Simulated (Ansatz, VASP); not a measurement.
Two plane-wave programs on Si

```
Si
1.0
     3.62415    0.00000    0.00000
    -1.81207    3.44611    0.00000
     0.00000    0.00000    6.28869
Si
4
Direct
  0.33333 0.66667 0.06304
  0.66667 0.33333 0.56304
  0.33333 0.66667 0.43696
  0.66667 0.33333 0.93696
```

Change from the starting cell: engineering shear strain xy +0.0000, strain +e along x and -e along y -0.0467.

Alike in both runs: task single point; functional LDA; k mesh 12 × 12 × 6; occupations gaussian, width 0.03 eV; no spin polarisation.

|  | VASP | Ansatz |
| --- | --- | --- |
| version | VASP 6.6.1 | Ansatz 0.2.0 |
| potentials or method | VASP PAW LDA potentials, release 64 (Si), cutoff 520 eV | scalar-relativistic, plane waves, PAW |
| valence electrons in the cell | 16 | 16 |

```csv
,VASP,Ansatz,Ansatz less VASP
gap on the k mesh at the Fermi level (eV),none,none,-
pressure (GPa),0.7,0.7,-0.07
"traceless stress, the component that is largest in VASP (GPa)",8.41,8.40,-0.014
rms of the force components (eV/Å),0.400,0.398,-0.0016
```

Ansatz warns that its potentials were made for another functional, while VASP's fit it. LDA's correlation is that of Perdew and Zunger in VASP and of Perdew and Wang (1992) in Ansatz. Atom by atom the forces differ by 0.002 eV/Å (rms over components). A gap of «none» marks a metal or a gap that the smearing closes.
